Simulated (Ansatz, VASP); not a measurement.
# TiAl: VASP beside Ansatz

The input INCAR:

```
SYSTEM = TiAl
PREC = Accurate
ENCUT = 520
EDIFF = 1E-7
ISMEAR = 0
SIGMA = 0.15
LREAL = .FALSE.
LASPH = .TRUE.
NELM = 80
ALGO = Fast
ISIF = 2
LWAVE = .FALSE.
LCHARG = .TRUE.
GGA = PS
LELF = .TRUE.
LVHAR = .TRUE.
NBANDS = 14
```

KPOINTS

```
Automatic mesh
0
G
  16 16 16
  0 0 0
```

Contents of POSCAR:

```
TiAl
1.0
    2.9513478209      0.0000000000      0.0000000000
    0.0000000000      2.9513478209      0.0000000000
    0.0000000000      0.0000000000      3.8978450671
Ti Al
1 1
Direct
    0.0000000000      0.0000000000      0.0000000000
    0.5000000000      0.5000000000      0.5000000000
```

Input for Ansatz:

```yaml
crystal:
  lattice:
    - [2.9513478209, 0.0, 0.0]
    - [0.0, 2.9513478209, 0.0]
    - [0.0, 0.0, 3.8978450671]
  atoms:
    - { symbol: Ti, position: [0.0, 0.0, 0.0] }
    - { symbol: Al, position: [0.5, 0.5, 0.5] }
basis:
  ecutwfc: 520.0
kpoints:
  mp_grid: { grid: [16, 16, 16] }
hamiltonian:
  xc: pbesol
  pseudopotentials: { kind: paw, azcp: { folder: soft_1 } }
scf:
  occupations: { method: gaussian, width: 0.15 }
output:
  forces: true
  stress: true
  eigenvalues: true
  write_density: true
  write_potential: true
  elf: true
  volumetric_format: npy
```

Alike in both runs: task single point; functional PBEsol; k mesh 16 × 16 × 16; occupations gaussian, width 0.15 eV; no spin polarisation.

```csv
,VASP,Ansatz
version,VASP 6.6.1,Ansatz 0.2.0
potentials or method,"VASP PAW PBE potentials, release 64 (Ti_sv, Al), cutoff 520 eV","scalar-relativistic, plane waves, PAW"
valence electrons in the cell,15,15
```

```csv
,VASP,Ansatz,Ansatz less VASP
gap on the k mesh at the Fermi level (eV),none,none,-
pressure (GPa),-7.7,-7.8,-0.08
"traceless stress, the component that is largest in VASP (GPa)",3.60,3.60,+0.004
```

VASP's potentials were made for PBE, not for PBEsol, and Ansatz warns of the same on its side. A gap of «none» marks a metal or a gap that the smearing closes. The functional is the same, so the differences come from potentials, cutoffs and numerics.
